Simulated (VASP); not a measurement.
The system is MnS.

```
Mn S
1.0
     0.00000    2.60450    2.60450
     2.60450    0.00000    2.60450
     2.60450    2.60450    0.00000
Mn S
1 1
Direct
  0.00000 0.00000 0.00000
  0.50000 0.50000 0.50000
```

```yaml
Program: VASP 6.6.1
Task: relaxation of cell and atoms
Functional: PBEsol
Potentials_or_basis: VASP PAW PBE potentials, release 64 (Mn_pv, S)
Cutoff: 600 eV
k_mesh: 9 × 9 × 9
Occupations: fermi-dirac, width 0.05 eV
Spin: collinear spin, ferromagnetic start
Starting_moments: "[4.0, 0.0] μB"
```

At the start: pressure -7.2 GPa; volume 17.67 Å³/atom.

Q: Where does the relaxation end?

A: Over 4 steps the energy falls by 66.4 meV/atom and the volume is 14.92 Å³/atom (-15.6 %); space group Fm-3m (No. 225, to 0.1 Å) before and after; moment 4.00 μB per cell.

The path:
```csv
step,energy change (eV),largest force (eV/Å),pressure (GPa),volume (Å³)
1,0.0000,0.0000,-7.19,35.33
2,-0.1171,0.0000,-2.43,31.43
3,-0.1327,0.0000,0.24,29.69
4,-0.1327,0.0000,-0.17,29.84
```

Final structure:
```yaml
crystal:
  lattice:
    - [0.00000, 2.46171, 2.46171]
    - [2.46171, 0.00000, 2.46171]
    - [2.46171, 2.46171, 0.00000]
  atoms:
    - { symbol: Mn, position: [0.00000, 0.00000, 0.00000] }
    - { symbol: S, position: [0.50000, 0.50000, 0.50000] }
```

Caveat: the volume moved by over 15 % at a fixed basis, so the end points are rough; the PAW data sets were made with another functional, which shifts forces and pressure a little; a cell with one magnetic atom can't hold antiferromagnetic order, which such compounds often take.
